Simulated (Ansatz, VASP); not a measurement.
One calculation of BN, two programs

Contents of INCAR:

```
PREC = Accurate
ENCUT = 520
EDIFF = 1E-6
ISMEAR = -1
SIGMA = 0.02
LREAL = F
LASPH = T
NELM = 100
ALGO = Normal
ISIF = 2
LWAVE = F
LCHARG = F
GGA = PE
NBANDS = 11
```

Contents of KPOINTS:

```
Automatic mesh
0
Gamma
  12 12 12
```

File POSCAR:

```
BN
1.0
    0.0000000000      1.8048245542      1.8048245542
    1.9082410012      0.0000000000      1.8048245542
    1.9082410012      1.8048245542      0.0000000000
B N
1 1
Direct
    0.0000000000      0.0000000000      0.0000000000
    0.2500000000      0.2500000000      0.2500000000
```

Input for Ansatz:

```yaml
crystal:
  lattice:
    - [0.0, 1.8048245542, 1.8048245542]
    - [1.9082410012, 0.0, 1.8048245542]
    - [1.9082410012, 1.8048245542, 0.0]
  atoms:
    - { symbol: B, position: [0.0, 0.0, 0.0] }
    - { symbol: "N", position: [0.25, 0.25, 0.25] }
kpoints:
  mp_grid: { grid: [12, 12, 12] }
  band_path:
    path:
      - [0.0, 0.0, 0.0]
      - [-0.5, -0.5, 0.0]
      - [-0.375, -0.375, 0.25]
      - [-0.375, 0.0, 0.375]
      - [0.0, 0.0, 0.5]
      - [-0.5, -0.25, 0.25]
      - [0.5, 0.0, 0.5]
    npoints: 1
hamiltonian:
  xc: pbe
scf:
  occupations: { method: fermi_dirac, width: 0.02 }
  n_extra_bands: 4
output:
  forces: true
  stress: true
  eigenvalues: true
  write_density: true
  write_potential: true
  elf: true
  volumetric_format: npy
```

Change from the starting cell: uniaxial_x strain +5.7%.

Alike in both runs: task single point; functional PBE; k mesh 12 × 12 × 12; occupations fermi-dirac, width 0.02 eV; no spin polarisation.

```csv
,VASP,Ansatz
version,VASP 6.6.1,Ansatz 0.2.0
potentials or method,"VASP PAW PBE potentials, release 64 (B, N)","plane waves, PAW"
plane-wave cutoff (eV),520,420
valence electrons in the cell,8,8
```

```tsv
	VASP	Ansatz	Ansatz less VASP
gap on the k mesh at the Fermi level (eV)	3.92	3.93	+0.011
pressure (GPa)	-14.7	-14.8	-0.11
traceless stress, the component that is largest in VASP (GPa)	-23.42	-23.39	+0.026
```

With one functional, cell and mesh, what is left measures potentials, basis and numerics.
